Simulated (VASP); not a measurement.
# LiBe16 (a cell with a defect) in VASP: single point with LDA

Aim: the single point of LiBe16 (a cell with a defect) with LDA.

All numbers are computed with VASP 6.6.1; they aren't measurements. Logs are shortened: lines on timing, memory, paths and dates and some standing lists are left out, and cuts for length are marked.

## 1. The cell of the first run

The cell holds a defect, 17 atoms: a = 4.580 Å, b = 3.966 Å, c = 7.177 Å, α = 90.00°, β = 90.00°, γ = 90.00°.

## 2. Single point, LDA

Contents of INCAR:

```
PREC     = Accurate       # precision mode
ENCUT    = 520            # plane-wave cutoff, eV
EDIFF    = 1E-7           # SCF threshold, eV
ISMEAR   = -1             # smearing method
SIGMA    = 0.15           # smearing width, eV
LREAL    = Auto         
LASPH    = T              # aspherical terms in the spheres
NELM     = 60             # most SCF steps
ALGO     = Normal         # electronic algorithm
ISIF     = 2              # what is computed and relaxed
LWAVE    = F              # write WAVECAR
LCHARG   = F              # write CHGCAR
NBANDS   = 32             # bands
```

Contents of KPOINTS:

```
Automatic mesh
0
Gamma
  3 3 2
```

Contents of POSCAR:

```
LiBe16
1.0
   -2.2900000000     -3.9663960000      0.0000000000
    3.4350000000     -1.9831980000      0.0000000000
    0.0000000000      0.0000000000      7.1768600000
Be Li
16 1
Direct
    0.7443666566      0.4279679711     -0.0036940344
    0.4907928503      0.2997995806      0.2403118450
    0.7444042520      0.4274269717      0.4873488870
    0.4272087685      0.2914586294      0.7370142931
    0.4908885688     -0.0149248569     -0.0022601764
    0.2378245276      0.8072199503      0.2430113733
    0.4882200896     -0.0138954506      0.4864919452
    0.2145774000      0.8935794033      0.7532875786
    0.2531422726      0.4855190331     -0.0091004000
   -0.0075806536      0.2947365137      0.2423391770
    0.2613153773      0.4894611810      0.4802466657
    0.0237897222      0.4976306538      0.7285296843
   -0.0200630889     -0.0709754374      0.0035802900
    0.7339854657      0.7908148734      0.2447632198
   -0.0129821754     -0.0715728978      0.4968358459
    0.8119058536      1.1117090232      0.7512682911
    0.6225472132      0.7034518581      0.7422223147
```

Potentials or basis: VASP PAW LDA potentials, release 64 (Be, Li_sv).

Run with:

```sh
$ cat potpaw_LDA.64/Be/POTCAR potpaw_LDA.64/Li_sv/POTCAR > POTCAR
$ mpirun -np 1 vasp_std > vasp.out
```

OUTCAR:

```text
PREC = Accurate
   ENCUT = 520
   EDIFF = 1E-7
   ISMEAR = -1
   LREAL = Auto
   LASPH = T
   NELM = 60
   ISIF = 2

 ion  position               nearest neighbor table
   1  0.744  0.428  0.996-   5 2.11   2 2.16  10 2.17  16 2.18  17 2.20  13 2.25   9 2.26  13 2.26
                            14 2.29  12 2.33   9 2.34
   2  0.491  0.300  0.240-   5 2.14  11 2.15   7 2.16   1 2.16   3 2.18   9 2.22  14 2.24   6 2.27
                            10 2.28  10 2.30  14 2.31   6 2.32
   3  0.744  0.427  0.487-   7 2.11  10 2.16  12 2.17   2 2.18  17 2.20  11 2.23  14 2.26  15 2.27
                            15 2.28  16 2.29   4 2.37  11 2.38
   4  0.427  0.291  0.737-   8 1.86  17 1.86  16 1.90  12 2.02   9 2.13  11 2.14   7 2.19   5 2.25
                             3 2.37
   5  0.491  0.985  0.998-   1 2.11   2 2.14   8 2.19   6 2.22  17 2.23  14 2.23   4 2.25  13 2.25
                             9 2.26   9 2.26  13 2.35  16 2.35
   6  0.238  0.807  0.243-  11 2.12  13 2.14  15 2.21   7 2.21   9 2.22   5 2.22  10 2.24   2 2.27
                            14 2.27  14 2.31   2 2.32  10 2.32
   7  0.488  0.986  0.486-   3 2.11   2 2.16   4 2.19   6 2.21  14 2.21  11 2.23  17 2.24  11 2.25
                            15 2.30  15 2.31   8 2.32
   8  0.215  0.894  0.753-  12 1.81   4 1.86  17 2.02  16 2.04  13 2.10  15 2.12   5 2.19   7 2.32
                             9 2.36
   9  0.253  0.486  0.991-   4 2.13  12 2.16  13 2.16   6 2.22   2 2.22   5 2.26   1 2.26   5 2.26
                            10 2.29   1 2.34   8 2.36
  10  0.992  0.295  0.242-   3 2.16   1 2.17   6 2.24  11 2.24  13 2.25   2 2.28   9 2.29  14 2.30
                             2 2.30   6 2.32  14 2.32  15 2.33
  11  0.261  0.489  0.480-  12 2.09   6 2.12   4 2.14  15 2.15   2 2.15   3 2.23   7 2.23  10 2.24
                             7 2.25   3 2.38
  12  0.024  0.498  0.729-   8 1.81  16 1.82  17 2.01   4 2.02  11 2.09   9 2.16   3 2.17   1 2.33

  13  0.980  0.929  0.004-  16 2.10   8 2.10  14 2.14   6 2.14   9 2.16  10 2.25   5 2.25   1 2.25
                             1 2.26   5 2.35
  14  0.734  0.791  0.245-  13 2.14   7 2.21  15 2.22   5 2.23   2 2.24   3 2.26   6 2.27   1 2.29
                            10 2.30   2 2.31   6 2.31  10 2.32
  15  0.987  0.928  0.497-   8 2.12  16 2.12  11 2.15   6 2.21  14 2.22   3 2.27   3 2.28   7 2.30
                             7 2.31  10 2.33
  16  0.812  0.112  0.751-  12 1.82  17 1.84   4 1.90   8 2.04  13 2.10  15 2.12   1 2.18   3 2.29
                             5 2.35
  17  0.623  0.703  0.742-  16 1.84   4 1.86  12 2.01   8 2.02   1 2.20   3 2.20   5 2.23   7 2.24

  LATTYP: Found a simple orthorhombic cell.
 ALAT       =     3.9663962620
 B/A-ratio  =     1.1547004875
 C/A-ratio  =     1.8094157835

  Lattice vectors:

 A1 = (  -3.4350000000,   1.9831980000,   0.0000000000)
 A2 = (  -2.2900000000,  -3.9663960000,   0.0000000000)
 A3 = (   0.0000000000,   0.0000000000,   7.1768600000)

Analysis of symmetry for initial positions (statically):
=====================================================================
 Subroutine PRICEL returns:
 Original cell was already a primitive cell.

 Routine SETGRP: Setting up the symmetry group for a
 simple orthorhombic supercell.

 Subroutine GETGRP returns: Found  1 space group operations
 (whereof  1 operations were pure point group operations)
 out of a pool of  8 trial point group operations.

The static configuration has the point symmetry C_1 .

Analysis of symmetry for dynamics (positions and initial velocities):
=====================================================================
 Subroutine PRICEL returns:
 Original cell was already a primitive cell.

 Routine SETGRP: Setting up the symmetry group for a
 simple orthorhombic supercell.

 Subroutine GETGRP returns: Found  1 space group operations
 (whereof  1 operations were pure point group operations)
 out of a pool of  8 trial point group operations.

The dynamic configuration has the point symmetry C_1 .

 Subroutine INISYM returns: Found  1 space group operations
 (whereof  1 operations are pure point group operations),
 and found     1 'primitive' translations

----------------------------------------------------------------------------------------

                                     Primitive cell

  volume of cell :     130.3755

  direct lattice vectors                    reciprocal lattice vectors
    -2.290000000 -3.966396000  0.000000000    -0.109170306 -0.189088533  0.000000000
     3.435000000 -1.983198000  0.000000000     0.218340611 -0.126059022  0.000000000
     0.000000000  0.000000000  7.176860000     0.000000000  0.000000000  0.139336702

  length of vectors
     4.579999697  3.966396262  7.176860000     0.218340626  0.252118027  0.139336702

  position of ions in fractional coordinates (direct lattice)
     0.744366657  0.427967971  0.996305966
     0.490792850  0.299799581  0.240311845
     0.744404252  0.427426972  0.487348887
     0.427208769  0.291458629  0.737014293
     0.490888569  0.985075143  0.997739824
     0.237824528  0.807219950  0.243011373
[... 9 lines left out ...]
     0.811905854  0.111709023  0.751268291
     0.622547213  0.703451858  0.742222315

  ion indices of the primitive-cell ions
   primitive index   ion index
                 1           1
                 2           2
                 3           3
                 4           4
                 5           5
                 6           6
[... 9 lines left out ...]
                16          16
                17          17

----------------------------------------------------------------------------------------

 KPOINTS: Automatic mesh

Automatic generation of k-mesh.
 Grid dimensions read from file:
 generate k-points for:    3    3    2

 Generating k-lattice:

  Cartesian coordinates                     Fractional coordinates (reciprocal lattice)
    -0.036390102 -0.063029511  0.000000000     0.333333333  0.000000000  0.000000000
     0.072780204 -0.042019674  0.000000000    -0.000000000  0.333333333  0.000000000
     0.000000000  0.000000000  0.069668351     0.000000000  0.000000000  0.500000000

  Length of vectors
     0.072780209  0.084039342  0.069668351

  Shift w.r.t. Gamma in fractional coordinates (k-lattice)
     0.000000000  0.000000000  0.000000000

 Subroutine IBZKPT returns following result:
 ===========================================

 Found     10 irreducible k-points:

 Following reciprocal coordinates:
            Coordinates               Weight
  0.000000  0.000000  0.000000      1.000000
  0.333333  0.000000  0.000000      2.000000
  0.000000  0.333333  0.000000      2.000000
  0.333333  0.333333  0.000000      2.000000
 -0.333333  0.333333  0.000000      2.000000
  0.000000  0.000000  0.500000      1.000000
  0.333333  0.000000  0.500000      2.000000
  0.000000  0.333333  0.500000      2.000000
  0.333333  0.333333  0.500000      2.000000
 -0.333333  0.333333  0.500000      2.000000
   k-points           NKPTS =     10   k-points in BZ     NKDIM =     10   number of bands    NBANDS=     32
   number of dos      NEDOS =    301   number of ions     NIONS =     17
   total plane-waves  NPLWV =  58320
   dimension x,y,z NGX =    36 NGY =   30 NGZ =   54
   dimension x,y,z NGXF=    72 NGYF=   60 NGZF=  108
   ions per type =              16   1
   NGX,Y,Z   is equivalent  to a cutoff of  13.07, 12.57, 12.51 a.u.
   NGXF,Y,Z  is equivalent  to a cutoff of  26.13, 25.15, 25.02 a.u.
 SYSTEM =  unknown system
   PREC   = accura    normal or accurate (medium, high low for compatibility)
   ISTART =      0    job   : 0-new  1-cont  2-samecut
   ICHARG =      2    charge: 1-file 2-atom 10-const
   ISPIN  =      1    spin polarized calculation?
   LNONCOLLINEAR =      F non collinear calculations
   LSORBIT =      F    spin-orbit coupling
   LASPH  =      T    aspherical Exc in radial PAW
   ENCUT  =  520.0 eV  38.22 Ry    6.18 a.u.   8.52  7.37 13.34*2*pi/ulx,y,z
   NELM   =     60;   NELMIN=  2; NELMDL= -5     # of ELM steps
   EDIFF  = 0.1E-06   stopping-criterion for ELM
   LREAL  =      T    real-space projection
   EDIFFG = 0.1E-05   stopping-criterion for IOM
   NSW    =      0    number of steps for IOM
   IBRION =     -1    ionic relax: 0-MD 1-quasi-New 2-CG
   NFREE  =      0    steps in history (QN), initial steepest desc. (CG)
   ISIF   =      2    stress and relaxation
   ISYM   =      2    0-nonsym 1-usesym 2-fastsym
   POTIM  = 0.5000    time-step for ionic-motion
   TEBEG  =    0.0;   TEEND  =   0.0 temperature during run
   PSTRESS=    0.0 pullay stress
   NELECT =      35.0000    total number of electrons
   NUPDOWN=      -1.0000    fix difference up-down
   EMIN   =  10.00;   EMAX   =-10.00  energy-range for DOS
   EFERMI =   0.00;   METHOD = LEGACY
   ISMEAR =    -1;   SIGMA  =   0.15  broadening in eV -4-tet -1-fermi 0-gaus
   EFERMI_NEDOS =   21; number of points for ismear=-14 and -15
   IALGO  =     38    algorithm
   IMIX   =      4    mixing-type and parameters
     AMIX     =   0.40;   BMIX     =  1.00
     AMIX_MAG =   1.60;   BMIX_MAG =  1.00
  volume/ion in A,a.u.               =       7.67        51.75
  Fermi-wavevector in a.u.,A,eV,Ry     =   1.056085  1.995711 15.174786  1.115315
  Thomas-Fermi vector in A             =   2.191307
   LORBIT       =      0    0 simple, 1 ext, 2 COOP (PROOUT), +10 PAW based schemes
   GGA     = CA    functional components
   LHFCALC =     F    Hartree Fock is set to
   AEXX    =    0.0000 exact exchange contribution
   IVDW    =     0    specifies the selected vdW correction
   LEPSILON=     F    determine dielectric tensor
   LRPA    =     F    only Hartree local field effects (RPA)
 non-spin polarized calculation
  energy-cutoff  :      520.00
  volume of cell :      130.38
 maximum number of plane-waves:      3531
 NGX is ok and might be reduce to    36
   NGX = 17   NGY = 15   NGZ = 27

 number of electron      34.9999998 magnetization

 Free energy of the ion-electron system (eV)
  ---------------------------------------------------
  ext. energy  EPLUGINS =         0.00000000
  ---------------------------------------------------
  free energy    TOTEN  =       -65.15313590 eV

  energy without entropy =      -64.97718543  energy(sigma->0) =      -65.06516067

 E-fermi :   6.8248     XC(G=0): -10.6844

 val. band max:        6.7650910614   @ k =   0.3333   0.3333   0.0000
 cond. band min:       6.8946006343   @ k =   0.0000   0.3333   0.5000
 fundamental gap:      0.1295095729
 Fermi energy:         6.8248440575

 k-point     1 :       0.0000    0.0000    0.0000
  band No.  band energies     occupation
      1     -38.3466      2.00000
      2      -4.1341      2.00000
      3      -2.2322      2.00000
      4      -2.0067      2.00000
      5       0.8144      2.00000
      6       0.9441      2.00000
[... 21 lines left out ...]
     28      10.8227      0.00000
     29      10.8625      0.00000

 k-point     2 :       0.3333    0.0000    0.0000
  band No.  band energies     occupation
      1     -38.3466      2.00000
      2      -3.5935      2.00000
      3      -1.9792      2.00000
      4      -1.6384      2.00000
      5      -1.3456      2.00000
      6       0.1145      2.00000
[... 248 lines left out ...]
 k-point    10 :      -0.3333    0.3333    0.5000
  band No.  band energies     occupation
      1     -38.3465      2.00000
      2      -2.3681      2.00000
      3      -2.3500      2.00000
      4      -0.7739      2.00000
      5      -0.6436      2.00000
      6      -0.0276      2.00000
[... 21 lines left out ...]
     28      12.1530      0.00000
     29      12.4071      0.00000
 [bands above 29 left out]

------------------------ aborting loop because EDIFF is reached ----------------------------------------

  FORCE on cell =-STRESS in cart. coord.  units (eV):
  Direction    XX          YY          ZZ          XY          YZ          ZX
  --------------------------------------------------------------------------------------
  -------------------------------------------------------------------------------------
  Total        6.1146106     11.9458506     -3.7300983     -3.0107851      0.7247126      0.0969479
  in kB       75.1421066    146.8018863    -45.8389686    -36.9993689      8.9059528      1.1913867
  external PRESSURE =      58.7016748 kB  Pullay stress =       0.0000000 kB

 VOLUME and BASIS-vectors are now :
 -----------------------------------------------------------------------------
  energy-cutoff  :      520.00
  volume of cell :      130.38
      direct lattice vectors                 reciprocal lattice vectors
    -2.290000000 -3.966396000  0.000000000    -0.109170306 -0.189088533  0.000000000
     3.435000000 -1.983198000  0.000000000     0.218340611 -0.126059022  0.000000000
     0.000000000  0.000000000  7.176860000     0.000000000  0.000000000  0.139336702

 POSITION                                       TOTAL-FORCE (eV/Angst)
 -----------------------------------------------------------------------------------
     -0.23453     -3.80120      7.15035         0.059545     -0.035367      0.004259
     -0.09410     -2.54124      1.72468         0.021468      0.009374      0.003126
     -0.23647     -3.80027      3.49763        -0.032740      0.017553      0.032908
      0.02285     -2.27250      5.28945        -0.048677     -0.009443     -0.021550
      2.25960     -3.90066      7.16064        -0.011863      0.022537     -0.018315
      2.22818     -2.54418      1.74406        -0.005498      0.018118     -0.011181
[... 9 lines left out ...]
     -1.47554     -3.44188      5.39175         0.056406      0.023214     -0.016488
      0.99072     -3.86435      5.32683        -0.016054     -0.007626     -0.029233
 -----------------------------------------------------------------------------------
    total drift:                               -0.003883      0.004143     -0.003706

  FREE ENERGIE OF THE ION-ELECTRON SYSTEM (eV)
  ---------------------------------------------------
  free  energy   TOTEN  =       -65.1531359026 eV

  energy  without entropy=      -64.9771854331  energy(sigma->0) =      -65.06516067
```

It took 27 s on 1 thread of Intel Xeon 6975P-C (Granite Rapids), shared host; peak memory 0.2 GiB.

What came out:

| Quantity | Value |
| --- | --- |
| Free energy | -65.1531 eV |
| Largest force | 0.070 eV/Å |

Forces on the atoms (eV/Å):
```
Be   0.060 -0.035  0.004
Be   0.021  0.009  0.003
Be  -0.033  0.018  0.033
Be  -0.049 -0.009 -0.022
Be  -0.012  0.023 -0.018
Be  -0.005  0.018 -0.011
Be  -0.020  0.009  0.009
Be  -0.036 -0.028 -0.011
Be   0.010 -0.005  0.042
Be  -0.010 -0.017 -0.024
Be  -0.017 -0.012  0.007
Be   0.045 -0.016  0.052
Be   0.000 -0.021 -0.007
Be  -0.008  0.014  0.037
Be   0.014  0.038 -0.049
Be   0.056  0.023 -0.016
Li  -0.016 -0.008 -0.029
```

Levels at points of the mesh, in eV from the Fermi level:
```
           k point  band 14  band 15  band 16  band 17  band 18  band 19  band 20  band 21
(0.00, 0.00, 0.00)    -3.14    -3.08    -1.17     0.24     0.49     0.69     1.20     1.47
(0.00, 0.00, 0.50)    -2.09    -1.66    -1.63    -1.44    -0.53     0.81     1.38     2.27
```

Caveat: the k points lie up to 0.53 Å⁻¹ apart; the cutoff is under 1.25 times the usual one of these potentials, so pressure, stress and relaxed cells hold a basis-set (Pulay) error.
